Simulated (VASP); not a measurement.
# AgCl (Fm-3m) in VASP: a series of runs, part 2 of 2

VASP 6.6.1. The steps go on from the part before.

**4. Electric field gradients, LDA (volume scaled by 1.06)**

INCAR

```
SYSTEM = AgCl
ALGO = Normal
EDIFF = 1E-8
ENCUT = 520
ISIF = 2
ISMEAR = -1
LASPH = .TRUE.
LCHARG = .FALSE.
LEFG = .TRUE.
LREAL = .FALSE.
LWAVE = .FALSE.
NBANDS = 16
NELM = 80
PREC = Accurate
SIGMA = 0.02
```

KPOINTS

```
k-points
0
G
  8 8 8
  0 0 0
```

POSCAR

```
AgCl
1.0
    0.0000000000      2.8275392985      2.8275392985
    2.8275392985      0.0000000000      2.8275392985
    2.8275392985      2.8275392985      0.0000000000
Ag Cl
1 1
Direct
    0.5000000000      0.5000000000      0.5000000000
    0.0000000000      0.0000000000      0.0000000000
```

Potentials or basis: VASP PAW LDA potentials, release 64 (Ag, Cl).

On the command line:

```
> cat potpaw_LDA.64/Ag/POTCAR potpaw_LDA.64/Cl/POTCAR > POTCAR
> mpirun -np 1 vasp_std > vasp.out
```

OUTCAR:

```text
SYSTEM = AgCl
   EDIFF = 1E-8
   ENCUT = 520
   ISIF = 2
   ISMEAR = -1
   LASPH = .TRUE.
   LREAL = .FALSE.
   NELM = 80
   PREC = Accurate

 ion  position               nearest neighbor table
   1  0.500  0.500  0.500-   2 2.83   2 2.83   2 2.83   2 2.83   2 2.83   2 2.83
   2  0.000  0.000  0.000-   1 2.83   1 2.83   1 2.83   1 2.83   1 2.83   1 2.83

  LATTYP: Found a face centered cubic cell.
 ALAT       =     5.6550785970

  Lattice vectors:

 A1 = (   0.0000000000,   2.8275392985,   2.8275392985)
 A2 = (   2.8275392985,   0.0000000000,   2.8275392985)
 A3 = (   2.8275392985,   2.8275392985,   0.0000000000)

Analysis of symmetry for initial positions (statically):
[... 33 lines left out ...]
                                     Primitive cell

  volume of cell :      45.2122

  direct lattice vectors                    reciprocal lattice vectors
     0.000000000  2.827539299  2.827539299    -0.176832202  0.176832202  0.176832202
     2.827539299  0.000000000  2.827539299     0.176832202 -0.176832202  0.176832202
     2.827539299  2.827539299  0.000000000     0.176832202  0.176832202 -0.176832202

  length of vectors
     3.998744424  3.998744424  3.998744424     0.306282358  0.306282358  0.306282358

  position of ions in fractional coordinates (direct lattice)
     0.500000000  0.500000000  0.500000000
     0.000000000  0.000000000  0.000000000

  ion indices of the primitive-cell ions
   primitive index   ion index
                 1           1
                 2           2

----------------------------------------------------------------------------------------

 KPOINTS: k-points

Automatic generation of k-mesh.
 Grid dimensions read from file:
 generate k-points for:    8    8    8

 Generating k-lattice:

  Cartesian coordinates                     Fractional coordinates (reciprocal lattice)
    -0.022104025  0.022104025  0.022104025     0.125000000  0.000000000  0.000000000
     0.022104025 -0.022104025  0.022104025     0.000000000  0.125000000  0.000000000
     0.022104025  0.022104025 -0.022104025     0.000000000  0.000000000  0.125000000

  Length of vectors
     0.038285295  0.038285295  0.038285295

  Shift w.r.t. Gamma in fractional coordinates (k-lattice)
     0.000000000  0.000000000  0.000000000

 Subroutine IBZKPT returns following result:
 ===========================================

 Found     29 irreducible k-points:

 Following reciprocal coordinates:
            Coordinates               Weight
  0.000000  0.000000  0.000000      1.000000
  0.125000  0.000000  0.000000      8.000000
  0.250000  0.000000  0.000000      8.000000
  0.375000  0.000000  0.000000      8.000000
  0.500000  0.000000  0.000000      4.000000
  0.125000  0.125000  0.000000      6.000000
[... 16 lines left out ...]
  0.500000  0.250000  0.125000     48.000000
 -0.375000  0.250000  0.125000     24.000000
 [... further k-points ...]
   k-points           NKPTS =     29   k-points in BZ     NKDIM =     29   number of bands    NBANDS=     16
   number of dos      NEDOS =    301   number of ions     NIONS =      2
   total plane-waves  NPLWV =  27000
   dimension x,y,z NGX =    30 NGY =   30 NGZ =   30
[... 21 lines left out ...]
   ISYM   =      2    0-nonsym 1-usesym 2-fastsym
   POTIM  = 0.5000    time-step for ionic-motion
   TEBEG  =    0.0;   TEEND  =   0.0 temperature during run
   PSTRESS=    0.0 pullay stress
   NELECT =      18.0000    total number of electrons
   NUPDOWN=      -1.0000    fix difference up-down
   EMIN   =  10.00;   EMAX   =-10.00  energy-range for DOS
   EFERMI =   0.00;   METHOD = LEGACY
   ISMEAR =    -1;   SIGMA  =   0.02  broadening in eV -4-tet -1-fermi 0-gaus
   EFERMI_NEDOS =   21; number of points for ismear=-14 and -15
   IALGO  =     38    algorithm
   IMIX   =      4    mixing-type and parameters
     AMIX     =   0.40;   BMIX     =  1.00
     AMIX_MAG =   1.60;   BMIX_MAG =  1.00
  volume/ion in A,a.u.               =      22.61       152.55
  Fermi-wavevector in a.u.,A,eV,Ry     =   1.204334  2.275862 19.734174  1.450421
  Thomas-Fermi vector in A             =   2.340062
   LORBIT       =      0    0 simple, 1 ext, 2 COOP (PROOUT), +10 PAW based schemes
   GGA     = CA    functional components
   LHFCALC =     F    Hartree Fock is set to
   AEXX    =    0.0000 exact exchange contribution
   IVDW    =     0    specifies the selected vdW correction
   LEPSILON=     F    determine dielectric tensor
   LRPA    =     F    only Hartree local field effects (RPA)
 non-spin polarized calculation
  energy-cutoff  :      520.00
  volume of cell :       45.21
 maximum number of plane-waves:      1243
 NGX is ok and might be reduce to    30
   NGX = 15   NGY = 15   NGZ = 15

 number of electron      17.9999993 magnetization

 Free energy of the ion-electron system (eV)
  ---------------------------------------------------
  ext. energy  EPLUGINS =         0.00000000
  ---------------------------------------------------
  free energy    TOTEN  =        -6.60805944 eV

  energy without entropy =       -6.60805944  energy(sigma->0) =       -6.60805944

 E-fermi :   3.2081     XC(G=0): -10.1494

 val. band max:        2.8541562453   @ k =   0.5000   0.0000   0.0000
 cond. band min:       3.5113595647   @ k =   0.0000   0.0000   0.0000
 fundamental gap:      0.6572033194
 Fermi energy:         3.2081043019

 k-point     1 :       0.0000    0.0000    0.0000
  band No.  band energies     occupation
      1     -11.8148      2.00000
      2       0.5568      2.00000
      3       0.5568      2.00000
      4       0.5568      2.00000
      5       0.5912      2.00000
      6       0.5912      2.00000
[... 433 lines left out ...]
      3      -0.9079      2.00000
      4      -0.8717      2.00000
      5       0.8244      2.00000
      6       0.8879      2.00000
[... 8 lines left out ...]
     15      16.0494      0.00000
     16      17.5636      0.00000

 [... further k-points ...]

------------------------ aborting loop because EDIFF is reached ----------------------------------------

  FORCE on cell =-STRESS in cart. coord.  units (eV):
  Direction    XX          YY          ZZ          XY          YZ          ZX
  --------------------------------------------------------------------------------------
  -------------------------------------------------------------------------------------
  Total       -2.0983275     -2.0983275     -2.0983275      0.0000000      0.0000000     -0.0000000
  in kB      -74.3580365    -74.3580365    -74.3580365      0.0000000      0.0000000     -0.0000000
  external PRESSURE =     -74.3580365 kB  Pullay stress =       0.0000000 kB

 VOLUME and BASIS-vectors are now :
 -----------------------------------------------------------------------------
  energy-cutoff  :      520.00
  volume of cell :       45.21
      direct lattice vectors                 reciprocal lattice vectors
     0.000000000  2.827539299  2.827539299    -0.176832202  0.176832202  0.176832202
     2.827539299  0.000000000  2.827539299     0.176832202 -0.176832202  0.176832202
     2.827539299  2.827539299  0.000000000     0.176832202  0.176832202 -0.176832202

 POSITION                                       TOTAL-FORCE (eV/Angst)
 -----------------------------------------------------------------------------------
      2.82754      2.82754      2.82754         0.000000     -0.000000     -0.000000
      0.00000      0.00000      0.00000        -0.000000      0.000000      0.000000
 -----------------------------------------------------------------------------------
    total drift:                                0.000000      0.000000      0.000000

  FREE ENERGIE OF THE ION-ELECTRON SYSTEM (eV)
  ---------------------------------------------------
  free  energy   TOTEN  =        -6.6080594408 eV

  energy  without entropy=       -6.6080594401  energy(sigma->0) =       -6.60805944

 Electric field gradients (V/A^2)
---------------------------------------------------------------------
 ion       V_xx      V_yy      V_zz      V_xy      V_xz      V_yz
---------------------------------------------------------------------
   1       0.000     0.000     0.000     0.001     0.001     0.001
   2      -0.000     0.000    -0.000     0.000     0.000     0.000
---------------------------------------------------------------------

 Electric field gradients after diagonalization (V/A^2)
 (convention: |V_zz| > |V_xx| > |V_yy|)
----------------------------------------------------------------------
 ion       V_xx      V_yy      V_zz     asymmetry (V_yy - V_xx)/ V_zz
----------------------------------------------------------------------
   1      -0.001    -0.001     0.002       0.000
   2      -0.000    -0.000     0.001       0.000
----------------------------------------------------------------------

           NMR quadrupolar parameters

 Cq : quadrupolar parameter    Cq=e*Q*V_zz/h
 eta: asymmetry parameters     (V_yy - V_xx)/ V_zz
 Q  : nuclear electric quadrupole moment in mb (millibarn)
----------------------------------------------------------------------
 ion       Cq(MHz)       eta       Q (mb)
----------------------------------------------------------------------
   1       0.000       0.000       1.000
   2       0.000       0.000       1.000
----------------------------------------------------------------------
```

Run time: 9.4 s. Hardware: 1 thread of Intel Xeon 6975P-C (Granite Rapids), shared host; peak memory 0.15 GiB.

What came out:

| Item | Value |
| --- | --- |
| Free energy | -6.6081 eV |
| Pressure | -7.4 GPa |
| Band gap on the k mesh | 0.66 eV, indirect (least direct gap 2.73 eV) |

Levels at points of the mesh, in eV from the valence-band top:
| k point | band 5 | band 6 | band 7 | band 8 | band 9 | band 10 | band 11 | band 12 | band 13 | band 14 |
| --- | --- | --- | --- | --- | --- | --- | --- | --- | --- | --- |
| (0.00, 0.00, 0.00) | -2.26 | -2.26 | -2.07 | -2.07 | -2.07 | 0.66 | 10.75 | 10.75 | 10.75 | 12.11 |
| (0.50, 0.00, 0.00) | -1.97 | -1.97 | -1.68 | 0.00 | 0.00 | 4.11 | 6.03 | 7.54 | 7.54 | 13.07 |
| (0.50, 0.50, 0.00) | -2.59 | -2.09 | -1.86 | -1.86 | -1.82 | 2.21 | 7.91 | 8.19 | 10.93 | 10.93 |

Caveat: without QUAD_EFG the Cq values of the log hold for a quadrupole moment of 1 mb, not for the nuclei. A k mesh can miss the band edges.
